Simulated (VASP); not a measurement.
Wanted: the native input for a VASP 6.6.1 run.

* Task: single point
* Functional: PBE
* Potentials or basis: VASP PAW PBE potentials, release 64 (W_sv, Se)
* Cutoff: 520 eV
* k mesh: 10 × 10 × 10
* Occupations: fermi-dirac, width 0.02 eV
* Spin: non-collinear spin, zero start, spin-orbit coupling
* Starting moments: [[0.0, 0.0, 0.0], [0.0, 0.0, 0.0], [0.0, 0.0, 0.0]] μB
* Dipole correction: no
* Further INCAR settings: ALGO = Normal; EDIFF = 1e-06; NBANDS = 39

The structure of WSe2 lies in POSCAR:

```
WSe2
1.0
    1.6510739551      0.9532479924      6.5796479690
   -1.6510739551      0.9532479924      6.5796479690
    0.0000000000     -1.9064959848      6.5796479690
W Se
1 2
Direct
   -0.0000183143     -0.0000183143     -0.0000183143
    0.4176504313      0.4176504313      0.4176504313
    0.2490345496      0.2490345496      0.2490345496
```

These files were run (other wordings do the same):

INCAR

```
SYSTEM = WSe2
ALGO = Normal
EDIFF = 1E-6
ENCUT = 520
GGA = PE
GGA_COMPAT = .False.
ISIF = 2
ISMEAR = -1
LASPH = .True.
LCHARG = .True.
LMAXMIX = 4
LORBIT = 11
LORBMOM = .True.
LREAL = .False.
LSORBIT = .True.
LVHAR = .True.
LWAVE = .False.
MAGMOM = 0 0 0 0 0 0 0 0 0
NBANDS = 39
NELM = 150
PREC = Accurate
SIGMA = 0.02
```

KPOINTS

```
k-points
0
Gamma
  10 10 10
  0 0 0
```

Potentials or basis: VASP PAW PBE potentials, release 64 (W_sv, Se).

The run is started by

```sh
$ cat potpaw_PBE.64/W_sv/POTCAR potpaw_PBE.64/Se/POTCAR > POTCAR
$ mpirun -np 1 vasp_ncl > vasp.out
```

It gave:

| Quantity | Value |
| --- | --- |
| Pressure | 3.9 GPa |
| Largest force | 0.352 eV/Å |
| Net moment | 0.00 μB per cell |
| Valence electrons inside the program's atomic spheres | W 11.99; Se 3.90 |

Caveat: the cell stands under pressure.

Run time: 2.3 h on 1 thread of Oxide Virtual Turin-like Processor, on a shared host, peak memory 1.4 GiB.
